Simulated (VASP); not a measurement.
# BaTiO3 (Amm2) in VASP: relaxation of cell and atoms with PBE+D3(BJ)

Aim: the relaxation of cell and atoms of BaTiO3 with PBE+D3(BJ).

Program: VASP 6.6.1. These are calculated values, not measurements. Logs are shortened: lines on timing, memory, paths and dates and some standing lists are left out, and cuts for length are marked.

**1. The cell of the first run**

The structure is orthorhombic, space group Amm2 (No. 38). The conventional cell has a = 3.972 Å, b = 5.781 Å, c = 5.832 Å, α = 90.00°, β = 90.00°, γ = 90.00°. Ba (site symmetry mm2) has 12 O at 2.77 to 3.06 Å and 8 Ti at 3.45 to 3.61 Å within 3.7 Å. Within 2.4 Å of Ti (site symmetry mm2) lie 6 O at 1.85 to 2.27 Å. O (site symmetry mm2) has 2 Ti at 2.00 Å and 3 Ba at 2.77 to 2.89 Å and 8 O at 2.82 to 2.89 Å within 2.9 Å. O (site symmetry m) has 2 Ti at 1.85 to 2.27 Å within 2.4 Å.

**2. Relaxation of cell and atoms, PBE+D3(BJ)**

INCAR

```
SYSTEM = BaTiO3
PREC = Accurate ; ENCUT = 600
EDIFF = 1E-7 ; ISMEAR = 0
SIGMA = 0.02 ; LREAL = .False.
LASPH = .True. ; NELM = 60
ALGO = Normal ; ISIF = 3
LWAVE = .False. ; LCHARG = .False.
GGA = PE ; IVDW = 12
IBRION = 2 ; NSW = 70
EDIFFG = -0.005
```

KPOINTS

```
regular mesh
0
Gamma
  8 8 8
  0 0 0
```

POSCAR

```
BaTiO3
1.0
    3.9723905716      0.0000000000      0.0000000000
    0.0000000000      2.8905577598      2.9158992941
    0.0000000000     -2.8905577598      2.9158992941
Ba Ti O
1 1 3
Direct
    0.0000000000      0.0115969521      0.0115969521
    0.5000000000      0.5278060064      0.5278060064
    0.0000000000      0.4872863765      0.4872863765
    0.5000000000      0.4931620084      0.9763686566
    0.5000000000      0.9763686566      0.4931620084
```

Potentials or basis: VASP PAW PBE potentials, release 64 (Ba_sv, Ti_sv, O).

Started as:

```
$ cat potpaw_PBE.64/Ba_sv/POTCAR potpaw_PBE.64/Ti_sv/POTCAR potpaw_PBE.64/O/POTCAR > POTCAR
$ mpirun -np 1 vasp_std > vasp.out
```

OUTCAR:

```text
SYSTEM = BaTiO3
   PREC = Accurate
   ENCUT = 600
   EDIFF = 1E-7
   ISMEAR = 0
   LREAL = .False.
   LASPH = .True.
   NELM = 60
   ISIF = 3
   GGA = PE
   IVDW = 12
   IBRION = 2
   NSW = 70
   EDIFFG = -0.005
 IVDW          = 12

 ion  position               nearest neighbor table
   1  0.000  0.012  0.012-   3 2.77   4 2.81   5 2.81   4 2.81   5 2.81   3 2.89   3 2.89   5 2.92
                             4 2.92   5 2.92   4 2.92   3 3.06   2 3.45   2 3.45   2 3.51   2 3.51
   2  0.500  0.528  0.528-   4 1.85   5 1.85   3 2.00   3 2.00   5 2.27   4 2.27   1 3.45   1 3.45
                             1 3.51   1 3.51   1 3.51   1 3.51   1 3.61   1 3.61
   3  0.000  0.487  0.487-   2 2.00   2 2.00   1 2.77   1 2.89   1 2.89   1 3.06
   4  0.500  0.493  0.976-   2 1.85   2 2.27   1 2.81   1 2.81   1 2.92   1 2.92
   5  0.500  0.976  0.493-   2 1.85   2 2.27   1 2.81   1 2.81   1 2.92   1 2.92

  LATTYP: Found a base centered orthorhombic cell.
 ALAT       =     5.7811155196
 B/A-ratio  =     1.0087670050
 C/A-ratio  =     0.6871321907

  Lattice vectors:

 A1 = (   0.0000000000,   2.8905577598,  -2.9158992941)
 A2 = (   0.0000000000,   2.8905577598,   2.9158992941)
 A3 = (   3.9723905716,   0.0000000000,   0.0000000000)

Analysis of symmetry for initial positions (statically):
=====================================================================
 Subroutine PRICEL returns:
 Original cell was already a primitive cell.

 Routine SETGRP: Setting up the symmetry group for a
 base centered orthorhombic supercell.

 Subroutine GETGRP returns: Found  4 space group operations
 (whereof  4 operations were pure point group operations)
 out of a pool of  8 trial point group operations.

The static configuration has the point symmetry C_2v.

Analysis of symmetry for dynamics (positions and initial velocities):
=====================================================================
 Subroutine PRICEL returns:
 Original cell was already a primitive cell.

 Routine SETGRP: Setting up the symmetry group for a
 base centered orthorhombic supercell.

 Subroutine GETGRP returns: Found  4 space group operations
 (whereof  4 operations were pure point group operations)
 out of a pool of  8 trial point group operations.

The dynamic configuration has the point symmetry C_2v.

 Subroutine INISYM returns: Found  4 space group operations
 (whereof  4 operations are pure point group operations),
 and found     1 'primitive' translations

----------------------------------------------------------------------------------------

                                     Primitive cell

  volume of cell :      66.9632

  direct lattice vectors                    reciprocal lattice vectors
     3.972390572  0.000000000  0.000000000     0.251737583  0.000000000  0.000000000
     0.000000000  2.890557760  2.915899294     0.000000000  0.172976997  0.171473686
     0.000000000 -2.890557760  2.915899294     0.000000000 -0.172976997  0.171473686

  length of vectors
     3.972390572  4.105824260  4.105824260     0.251737583  0.243565733  0.243565733

  position of ions in fractional coordinates (direct lattice)
     0.000000000  0.011596952  0.011596952
     0.500000000  0.527806006  0.527806006
     0.000000000  0.487286377  0.487286377
     0.500000000  0.493162008  0.976368657
     0.500000000  0.976368657  0.493162008

  ion indices of the primitive-cell ions
   primitive index   ion index
                 1           1
                 2           2
                 3           3
                 4           4
                 5           5

----------------------------------------------------------------------------------------

 KPOINTS: regular mesh

Automatic generation of k-mesh.
 Grid dimensions read from file:
 generate k-points for:    8    8    8

 Generating k-lattice:

  Cartesian coordinates                     Fractional coordinates (reciprocal lattice)
     0.031467198  0.000000000  0.000000000     0.125000000  0.000000000  0.000000000
     0.000000000  0.021622125  0.021434211     0.000000000  0.125000000  0.000000000
     0.000000000 -0.021622125  0.021434211     0.000000000  0.000000000  0.125000000

  Length of vectors
     0.031467198  0.030445717  0.030445717

  Shift w.r.t. Gamma in fractional coordinates (k-lattice)
     0.000000000  0.000000000  0.000000000

 Subroutine IBZKPT returns following result:
 ===========================================

 Found    105 irreducible k-points:

 Following reciprocal coordinates:
            Coordinates               Weight
  0.000000  0.000000  0.000000      1.000000
  0.125000  0.000000  0.000000      2.000000
  0.250000  0.000000  0.000000      2.000000
  0.375000  0.000000  0.000000      2.000000
  0.500000  0.000000  0.000000      1.000000
  0.000000  0.125000  0.000000      4.000000
[... 16 lines left out ...]
  0.250000  0.500000  0.000000      4.000000
  0.375000  0.500000  0.000000      4.000000
 [... further k-points ...]
   k-points           NKPTS =    105   k-points in BZ     NKDIM =    105   number of bands    NBANDS=     24
   number of dos      NEDOS =    301   number of ions     NIONS =      5
   total plane-waves  NPLWV =  41472
   dimension x,y,z NGX =    32 NGY =   36 NGZ =   36
   dimension x,y,z NGXF=    64 NGYF=   72 NGZF=   72
   ions per type =               1   1   3
   NGX,Y,Z   is equivalent  to a cutoff of  13.39, 14.58, 14.58 a.u.
   NGXF,Y,Z  is equivalent  to a cutoff of  26.78, 29.15, 29.15 a.u.
 SYSTEM =  BaTiO3
   PREC   = accura    normal or accurate (medium, high low for compatibility)
   ISTART =      0    job   : 0-new  1-cont  2-samecut
   ICHARG =      2    charge: 1-file 2-atom 10-const
   ISPIN  =      1    spin polarized calculation?
   LNONCOLLINEAR =      F non collinear calculations
   LSORBIT =      F    spin-orbit coupling
   LASPH  =      T    aspherical Exc in radial PAW
   ENCUT  =  600.0 eV  44.10 Ry    6.64 a.u.   7.93  8.20  8.20*2*pi/ulx,y,z
   NELM   =     60;   NELMIN=  2; NELMDL= -5     # of ELM steps
   EDIFF  = 0.1E-06   stopping-criterion for ELM
   LREAL  =      F    real-space projection
   EDIFFG = -.5E-02   stopping-criterion for IOM
   NSW    =     70    number of steps for IOM
   IBRION =      2    ionic relax: 0-MD 1-quasi-New 2-CG
   NFREE  =      1    steps in history (QN), initial steepest desc. (CG)
   ISIF   =      3    stress and relaxation
   ISYM   =      2    0-nonsym 1-usesym 2-fastsym
   POTIM  = 0.5000    time-step for ionic-motion
   TEBEG  =    0.0;   TEEND  =   0.0 temperature during run
   PSTRESS=    0.0 pullay stress
   NELECT =      40.0000    total number of electrons
   NUPDOWN=      -1.0000    fix difference up-down
   EMIN   =  10.00;   EMAX   =-10.00  energy-range for DOS
   EFERMI =   0.00;   METHOD = LEGACY
   ISMEAR =     0;   SIGMA  =   0.02  broadening in eV -4-tet -1-fermi 0-gaus
   EFERMI_NEDOS =   21; number of points for ismear=-14 and -15
   IALGO  =     38    algorithm
   IMIX   =      4    mixing-type and parameters
     AMIX     =   0.40;   BMIX     =  1.00
     AMIX_MAG =   1.60;   BMIX_MAG =  1.00
  volume/ion in A,a.u.               =      13.39        90.38
  Fermi-wavevector in a.u.,A,eV,Ry     =   1.378741  2.605443 25.863691  1.900928
  Thomas-Fermi vector in A             =   2.503775
   LORBIT       =      0    0 simple, 1 ext, 2 COOP (PROOUT), +10 PAW based schemes
   GGA     = PE    functional components
   LHFCALC =     F    Hartree Fock is set to
   AEXX    =    0.0000 exact exchange contribution
   IVDW    =    12    specifies the selected vdW correction
   LEPSILON=     F    determine dielectric tensor
   LRPA    =     F    only Hartree local field effects (RPA)
 conjugate gradient relaxation of ions
 non-spin polarized calculation
 Gauss-broadening in eV      SIGMA  =   0.02
  energy-cutoff  :      600.00
  volume of cell :       66.96
 maximum number of plane-waves:      2258
 NGX is ok and might be reduce to    32
   NGX = 15   NGY = 17   NGZ = 17

--------------------------------------- Ionic step        1  -------------------------------------------

 number of electron      39.9999995 magnetization

 Free energy of the ion-electron system (eV)
  ---------------------------------------------------
  ext. energy  EPLUGINS =         0.00000000
  ---------------------------------------------------
  free energy    TOTEN  =       -40.05990257 eV

  energy without entropy =      -40.05990257  energy(sigma->0) =      -40.05990257

------------------------ aborting loop because EDIFF is reached ----------------------------------------

 Edisp (eV)   -1.26799

 E8    (eV) :    -0.5768

  FORCE on cell =-STRESS in cart. coord.  units (eV):
  Direction    XX          YY          ZZ          XY          YZ          ZX
  --------------------------------------------------------------------------------------
  -------------------------------------------------------------------------------------
  Total      -0.72462    -0.67999    -0.70302     0.00000     0.00000     0.00000
  in kB     -17.33750   -16.26969   -16.82071     0.00000     0.00000     0.00000
  external pressure =      -16.81 kB  Pullay stress =        0.00 kB
[... 106 lines left out ...]
  FREE ENERGIE OF THE ION-ELECTRON SYSTEM (eV)
  ---------------------------------------------------
  free  energy   TOTEN  =       -41.3329162729 eV

  energy  without entropy=      -41.3329162729  energy(sigma->0) =      -41.33291627

[... ionic steps 4 to 10 ...]

--------------------------------------- Ionic step       11  -------------------------------------------

 number of electron      39.9999996 magnetization

------------------------ aborting loop because EDIFF is reached ----------------------------------------

 Edisp (eV)   -1.29624

 E8    (eV) :    -0.5895
[... 75 lines left out ...]
  energy  without entropy=      -41.3389555451  energy(sigma->0) =      -41.33895555

--------------------------------------- Ionic step       13  -------------------------------------------

 number of electron      39.9999996 magnetization

 Free energy of the ion-electron system (eV)
  ---------------------------------------------------
  ext. energy  EPLUGINS =         0.00000000
  ---------------------------------------------------
  free energy    TOTEN  =       -40.04283452 eV

  energy without entropy =      -40.04283452  energy(sigma->0) =      -40.04283452

 E-fermi :   3.7969     XC(G=0): -11.1267

 val. band max:        3.6652049752   @ k =   0.5000   0.5000   0.5000
 cond. band min:       5.8513682695   @ k =   0.0000   0.0000   0.0000
 fundamental gap:      2.1861632943
 Fermi energy:         3.7969456196

 k-point     1 :       0.0000    0.0000    0.0000
  band No.  band energies     occupation
      1     -52.7570      2.00000
      2     -29.0218      2.00000
      3     -29.0207      2.00000
      4     -28.9626      2.00000
      5     -21.2426      2.00000
      6     -13.1722      2.00000
[... 637 lines left out ...]
     23       7.6114      0.00000
     24       8.4440      0.00000

 [... further k-points ...]

------------------------ aborting loop because EDIFF is reached ----------------------------------------

 Edisp (eV)   -1.29613

 E8    (eV) :    -0.5894

  FORCE on cell =-STRESS in cart. coord.  units (eV):
  Direction    XX          YY          ZZ          XY          YZ          ZX
  --------------------------------------------------------------------------------------
  -------------------------------------------------------------------------------------
  Total      -0.01428    -0.01910    -0.00945     0.00000     0.00000     0.00000
  in kB      -0.34909    -0.46710    -0.23097     0.00000     0.00000     0.00000
  external pressure =       -0.35 kB  Pullay stress =        0.00 kB
[... 20 lines left out ...]
  FREE ENERGIE OF THE ION-ELECTRON SYSTEM (eV)
  ---------------------------------------------------
  free  energy   TOTEN  =       -41.3389690509 eV

  energy  without entropy=      -41.3389690509  energy(sigma->0) =      -41.33896905

 reached required accuracy - stopping structural energy minimisation
```

Wall time 36 min (1 thread of Intel Xeon 8259CL, shared host); peak memory 0.39 GiB.

What came out:

```
Free energy                           : -41.3390 eV
Relaxed volume                        : 13.10 Å³/atom
Relaxed cell                          : a = 3.976 Å, b = 4.059 Å, c = 4.059 Å, α = 89.70°, β = 90.00°, γ = 90.00°
Space group after relaxing (to 0.1 Å) : Amm2 (No. 38)
Energy gained by relaxing             : 2.2 meV/atom
Ionic steps                           : 13
Pressure after relaxing               : 0.0 GPa
Largest force after relaxing          : 0.005 eV/Å
Band gap on the k mesh                : 2.19 eV (least direct gap 2.63 eV)
Dispersion energy per atom            : -0.259 eV
```

Forces on the atoms (eV/Å):
```
Ba   0.000  0.000  0.004
Ti   0.000  0.000 -0.003
O    0.000  0.000  0.005
O    0.000  0.001 -0.003
O    0.000 -0.001 -0.003
```

Step by step:
```
step  energy change (eV)  largest force (eV/Å)  pressure (GPa)  volume (Å³)
   1              0.0000                0.0827           -1.68        66.96
   2             -0.0036                0.2423            1.28        65.61
   3             -0.0050                0.1878            0.22        66.07
   4             -0.0079                0.0698            0.10        65.84
   5             -0.0083                0.0739            0.06        65.72
   6             -0.0100                0.0560           -0.04        65.65
   7             -0.0106                0.0647           -0.11        65.59
   8             -0.0109                0.0329            0.18        65.47
   9             -0.0109                0.0288            0.22        65.45
  10             -0.0110                0.0155            0.06        65.50
  11             -0.0110                0.0133            0.00        65.51
  12             -0.0111                0.0093           -0.01        65.52
  13             -0.0111                0.0049           -0.03        65.52
```

Final structure:
```
Ba Ti O
1.0
     3.97601    0.00000    0.00000
     0.00000    2.86303    2.87786
     0.00000   -2.86303    2.87786
Ba Ti O
1 1 3
Direct
  0.00000 0.00755 0.00755
  0.50000 0.52311 0.52311
  0.00000 0.49017 0.49017
  0.50000 0.49386 0.98155
  0.50000 0.98155 0.49386
```

Caveat: spin-orbit coupling is left out, which moves the levels of the heavy elements.
